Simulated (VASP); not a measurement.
# Co (Pm-3m) in VASP: further runs

Runs on Co. Level: PBE. Tasks: single point.

Program: VASP 6.6.1. These are calculated values, not measurements. Logs are shortened: lines on timing, memory, paths and dates and some standing lists are left out, and cuts for length are marked.

**1. The cell of the first run**

Symmetry: Pm-3m, No. 221, cubic system. The conventional cell has a = 2.340 Å, b = 2.340 Å, c = 2.340 Å, α = 90.00°, β = 90.00°, γ = 90.00°. Co (site symmetry m-3m) has 6 Co at 2.34 Å within 3.1 Å.

**2. Single point, PBE, collinear spin, ferromagnetic start**

Input file INCAR:

```
SYSTEM = Co
PREC = Accurate ; ENCUT = 520
EDIFF = 1E-7 ; ISMEAR = -1
SIGMA = 0.1 ; LREAL = .FALSE.
LASPH = .TRUE. ; NELM = 150
ALGO = Normal ; ISIF = 2
LWAVE = .FALSE. ; LCHARG = .FALSE.
ISPIN = 2 ; MAGMOM = 1.898
LORBIT = 11 ; LMAXMIX = 4
GGA = PE ; NBANDS = 14
```

Input file KPOINTS:

```
Automatic mesh
0
G
  7 7 7
  0 0 0
```

Input file POSCAR:

```
Co
1.0
    2.3401138647      0.0000000000      0.0000000000
    0.0000000000      2.3401138647      0.0000000000
    0.0000000000      0.0000000000      2.3401138647
Co
1
Direct
    0.0000000000      0.0000000000      0.0000000000
```

Potentials or basis: VASP PAW PBE potentials, release 64 (Co).

Command:

```console
$ cat potpaw_PBE.64/Co/POTCAR > POTCAR
$ mpirun -np 1 vasp_std > vasp.out
```

OUTCAR:

```text
SYSTEM = Co
   PREC = Accurate
   ENCUT = 520
   EDIFF = 1E-7
   ISMEAR = -1
   LREAL = .FALSE.
   LASPH = .TRUE.
   NELM = 150
   ISIF = 2
   ISPIN = 2
   LORBIT = 11
   GGA = PE

 ion  position               nearest neighbor table
   1  0.000  0.000  0.000-

  LATTYP: Found a simple cubic cell.
 ALAT       =     2.3401138647

  Lattice vectors:

 A1 = (   2.3401138647,   0.0000000000,   0.0000000000)
 A2 = (   0.0000000000,   2.3401138647,   0.0000000000)
 A3 = (   0.0000000000,   0.0000000000,   2.3401138647)

Analysis of symmetry for initial positions (statically):
=====================================================================
 Subroutine PRICEL returns:
 Original cell was already a primitive cell.

 Routine SETGRP: Setting up the symmetry group for a
 simple cubic supercell.

 Subroutine GETGRP returns: Found 48 space group operations
 (whereof 48 operations were pure point group operations)
 out of a pool of 48 trial point group operations.

The static configuration has the point symmetry O_h .

Analysis of symmetry for dynamics (positions and initial velocities):
=====================================================================
 Subroutine PRICEL returns:
 Original cell was already a primitive cell.

 Routine SETGRP: Setting up the symmetry group for a
 simple cubic supercell.

 Subroutine GETGRP returns: Found 48 space group operations
 (whereof 48 operations were pure point group operations)
 out of a pool of 48 trial point group operations.

The dynamic configuration has the point symmetry O_h .

Analysis of structural, dynamic, and magnetic symmetry:
=====================================================================
 Subroutine PRICEL returns:
 Original cell was already a primitive cell.

 Routine SETGRP: Setting up the symmetry group for a
 simple cubic supercell.

 Subroutine GETGRP returns: Found 48 space group operations
 (whereof 48 operations were pure point group operations)
 out of a pool of 48 trial point group operations.

The overall configuration has the point symmetry O_h .

 Subroutine INISYM returns: Found 48 space group operations
 (whereof 48 operations are pure point group operations),
 and found     1 'primitive' translations

----------------------------------------------------------------------------------------

                                     Primitive cell

  volume of cell :      12.8148

  direct lattice vectors                    reciprocal lattice vectors
     2.340113865  0.000000000  0.000000000     0.427329633  0.000000000  0.000000000
     0.000000000  2.340113865  0.000000000     0.000000000  0.427329633  0.000000000
     0.000000000  0.000000000  2.340113865     0.000000000  0.000000000  0.427329633

  length of vectors
     2.340113865  2.340113865  2.340113865     0.427329633  0.427329633  0.427329633

  position of ions in fractional coordinates (direct lattice)
     0.000000000  0.000000000  0.000000000

  ion indices of the primitive-cell ions
   primitive index   ion index
                 1           1

----------------------------------------------------------------------------------------

 KPOINTS: Automatic mesh

Automatic generation of k-mesh.
 Grid dimensions read from file:
 generate k-points for:    7    7    7

 Generating k-lattice:

  Cartesian coordinates                     Fractional coordinates (reciprocal lattice)
     0.061047090  0.000000000  0.000000000     0.142857143  0.000000000  0.000000000
     0.000000000  0.061047090  0.000000000     0.000000000  0.142857143  0.000000000
     0.000000000  0.000000000  0.061047090     0.000000000  0.000000000  0.142857143

  Length of vectors
     0.061047090  0.061047090  0.061047090

  Shift w.r.t. Gamma in fractional coordinates (k-lattice)
     0.000000000  0.000000000  0.000000000

 Subroutine IBZKPT returns following result:
 ===========================================

 Found     20 irreducible k-points:

 Following reciprocal coordinates:
            Coordinates               Weight
  0.000000  0.000000  0.000000      1.000000
  0.142857  0.000000  0.000000      6.000000
  0.285714  0.000000  0.000000      6.000000
  0.428571  0.000000  0.000000      6.000000
  0.142857  0.142857  0.000000     12.000000
  0.285714  0.142857  0.000000     24.000000
[... 12 lines left out ...]
  0.428571  0.428571  0.285714     24.000000
  0.428571  0.428571  0.428571      8.000000
   k-points           NKPTS =     20   k-points in BZ     NKDIM =     20   number of bands    NBANDS=     14
   number of dos      NEDOS =    301   number of ions     NIONS =      1
   total plane-waves  NPLWV =   5832
   dimension x,y,z NGX =    18 NGY =   18 NGZ =   18
   dimension x,y,z NGXF=    36 NGYF=   36 NGZF=   36
   ions per type =               1
   NGX,Y,Z   is equivalent  to a cutoff of  12.79, 12.79, 12.79 a.u.
   NGXF,Y,Z  is equivalent  to a cutoff of  25.58, 25.58, 25.58 a.u.
 SYSTEM =  Co
   PREC   = accura    normal or accurate (medium, high low for compatibility)
   ISTART =      0    job   : 0-new  1-cont  2-samecut
   ICHARG =      2    charge: 1-file 2-atom 10-const
   ISPIN  =      2    spin polarized calculation?
   LNONCOLLINEAR =      F non collinear calculations
   LSORBIT =      F    spin-orbit coupling
   LASPH  =      T    aspherical Exc in radial PAW
   ENCUT  =  520.0 eV  38.22 Ry    6.18 a.u.   4.35  4.35  4.35*2*pi/ulx,y,z
   NELM   =    150;   NELMIN=  2; NELMDL= -5     # of ELM steps
   EDIFF  = 0.1E-06   stopping-criterion for ELM
   LREAL  =      F    real-space projection
   EDIFFG = 0.1E-05   stopping-criterion for IOM
   NSW    =      0    number of steps for IOM
   IBRION =     -1    ionic relax: 0-MD 1-quasi-New 2-CG
   NFREE  =      0    steps in history (QN), initial steepest desc. (CG)
   ISIF   =      2    stress and relaxation
   ISYM   =      2    0-nonsym 1-usesym 2-fastsym
   POTIM  = 0.5000    time-step for ionic-motion
   TEBEG  =    0.0;   TEEND  =   0.0 temperature during run
   PSTRESS=    0.0 pullay stress
   NELECT =       9.0000    total number of electrons
   NUPDOWN=      -1.0000    fix difference up-down
   EMIN   =  10.00;   EMAX   =-10.00  energy-range for DOS
   EFERMI =   0.00;   METHOD = LEGACY
   ISMEAR =    -1;   SIGMA  =   0.10  broadening in eV -4-tet -1-fermi 0-gaus
   EFERMI_NEDOS =   21; number of points for ismear=-14 and -15
   IALGO  =     38    algorithm
   IMIX   =      4    mixing-type and parameters
     AMIX     =   0.40;   BMIX     =  1.00
     AMIX_MAG =   1.60;   BMIX_MAG =  1.00
  volume/ion in A,a.u.               =      12.81        86.48
  Fermi-wavevector in a.u.,A,eV,Ry     =   1.455187  2.749904 28.811261  2.117568
  Thomas-Fermi vector in A             =   2.572250
   LORBIT       =     11    0 simple, 1 ext, 2 COOP (PROOUT), +10 PAW based schemes
   GGA     = PE    functional components
   LHFCALC =     F    Hartree Fock is set to
   AEXX    =    0.0000 exact exchange contribution
   IVDW    =     0    specifies the selected vdW correction
   LEPSILON=     F    determine dielectric tensor
   LRPA    =     F    only Hartree local field effects (RPA)
 spin polarized calculation
  energy-cutoff  :      520.00
  volume of cell :       12.81
 maximum number of plane-waves:       354
 NGX is ok and might be reduce to    18
   NGX =  9   NGY =  9   NGZ =  9

 number of electron       9.0000003 magnetization       1.8447959

 Free energy of the ion-electron system (eV)
  ---------------------------------------------------
  ext. energy  EPLUGINS =         0.00000000
  ---------------------------------------------------
  free energy    TOTEN  =        -6.30229816 eV

  energy without entropy =       -6.26069045  energy(sigma->0) =       -6.28149430

 E-fermi :   8.3549     XC(G=0): -12.3612

 val. band max:        8.3540809490   @ k =   0.4286   0.0000   0.0000
 cond. band min:       8.4018315764   @ k =   0.4286   0.1429   0.0000
 fundamental gap:      0.0477506274
 Fermi energy:         8.3549053602

 spin component 1

 k-point     1 :       0.0000    0.0000    0.0000
  band No.  band energies     occupation
      1       0.1541      1.00000
      2       4.0803      1.00000
      3       4.0803      1.00000
      4       7.1933      0.99999
      5       7.1933      0.99999
      6       7.1933      0.99999
      7      27.1940      0.00000
      8      27.1940      0.00000
      9      27.1940      0.00000
     10      31.0773      0.00000
     11      31.0773      0.00000
     12      35.3914      0.00000
     13      45.0074      0.00000
     14      48.3787      0.00000
[... 307 lines left out ...]
 k-point    20 :       0.4286    0.4286    0.4286
  band No.  band energies     occupation
      1       4.1570      1.00000
      2       4.3327      1.00000
      3       4.3327      1.00000
      4       8.0985      0.92851
      5       8.0985      0.92850
      6      16.9257      0.00000
      7      19.7815      0.00000
      8      19.7815      0.00000
      9      21.4739      0.00000
     10      25.8000      0.00000
     11      25.8000      0.00000
     12      27.6816      0.00000
     13      33.8815      0.00000
     14      45.3747      0.00000
 Fermi energy:         8.3549053602

 spin component 2

 k-point     1 :       0.0000    0.0000    0.0000
  band No.  band energies     occupation
      1       0.2892      1.00000
      2       5.3434      1.00000
      3       5.3434      1.00000
      4       9.5591      0.00001
      5       9.5592      0.00001
      6       9.5592      0.00001
      7      27.5772      0.00000
      8      27.5772      0.00000
      9      27.5772      0.00000
     10      31.3479      0.00000
     11      31.3480      0.00000
     12      35.3784      0.00000
     13      48.6226      0.00000
     14      48.9177      0.00000
[... 307 lines left out ...]
 k-point    20 :       0.4286    0.4286    0.4286
  band No.  band energies     occupation
      1       5.8796      1.00000
      2       6.1366      1.00000
      3       6.1366      1.00000
      4       9.7200      0.00000
      5       9.7200      0.00000
      6      17.4119      0.00000
      7      20.2315      0.00000
      8      20.2315      0.00000
      9      21.4066      0.00000
     10      26.3233      0.00000
     11      26.3234      0.00000
     12      28.0668      0.00000
     13      35.0366      0.00000
     14      49.3015      0.00000

------------------------ aborting loop because EDIFF is reached ----------------------------------------

  FORCE on cell =-STRESS in cart. coord.  units (eV):
  Direction    XX          YY          ZZ          XY          YZ          ZX
  --------------------------------------------------------------------------------------
  -------------------------------------------------------------------------------------
  Total       -0.0440768     -0.0440768     -0.0440768     -0.0000000      0.0000000      0.0000000
  in kB       -5.5107423     -5.5107423     -5.5107423     -0.0000000      0.0000000      0.0000000
  external PRESSURE =      -5.5107423 kB  Pullay stress =       0.0000000 kB

 VOLUME and BASIS-vectors are now :
 -----------------------------------------------------------------------------
  energy-cutoff  :      520.00
  volume of cell :       12.81
      direct lattice vectors                 reciprocal lattice vectors
     2.340113865  0.000000000  0.000000000     0.427329633  0.000000000  0.000000000
     0.000000000  2.340113865  0.000000000     0.000000000  0.427329633  0.000000000
     0.000000000  0.000000000  2.340113865     0.000000000  0.000000000  0.427329633

 POSITION                                       TOTAL-FORCE (eV/Angst)
 -----------------------------------------------------------------------------------
      0.00000      0.00000      0.00000         0.000000      0.000000      0.000000
 -----------------------------------------------------------------------------------
    total drift:                                0.000000      0.000000      0.000000

  FREE ENERGIE OF THE ION-ELECTRON SYSTEM (eV)
  ---------------------------------------------------
  free  energy   TOTEN  =        -6.3022981622 eV

  energy  without entropy=       -6.2606904455  energy(sigma->0) =       -6.28149430

 total charge

# of ion       s       p       d       tot
------------------------------------------
    1        0.493   0.408   7.263   8.163

 magnetization (x)

# of ion       s       p       d       tot
------------------------------------------
    1        0.005  -0.013   1.862   1.855
```

Run time: 11 s. Hardware: 1 thread of Intel Xeon 6975P-C, shared host; peak memory 0.12 GiB.

Results:

```
Free energy                                           : -6.3023 eV
Pressure                                              : -0.6 GPa
Net moment                                            : 1.84 μB per cell
Site moments                                          : Co +1.85 μB
Valence electrons inside the program's atomic spheres : Co 8.16
```

Levels at points of the mesh, in eV from the Fermi level:
Spin up:
| k point | band 3 | band 4 | band 5 | band 6 | band 7 | band 8 | band 9 | band 10 |
| --- | --- | --- | --- | --- | --- | --- | --- | --- |
| (0.00, 0.00, 0.00) | -4.27 | -1.16 | -1.16 | -1.16 | 18.84 | 18.84 | 18.84 | 22.72 |
Spin down:
| k point | band 1 | band 2 | band 3 | band 4 | band 5 | band 6 | band 7 | band 8 |
| --- | --- | --- | --- | --- | --- | --- | --- | --- |
| (0.00, 0.00, 0.00) | -8.07 | -3.01 | -3.01 | 1.20 | 1.20 | 1.20 | 19.22 | 19.22 |

Caveat: the k points lie up to 0.38 Å⁻¹ apart.

(Continued in part 2 of 2.)
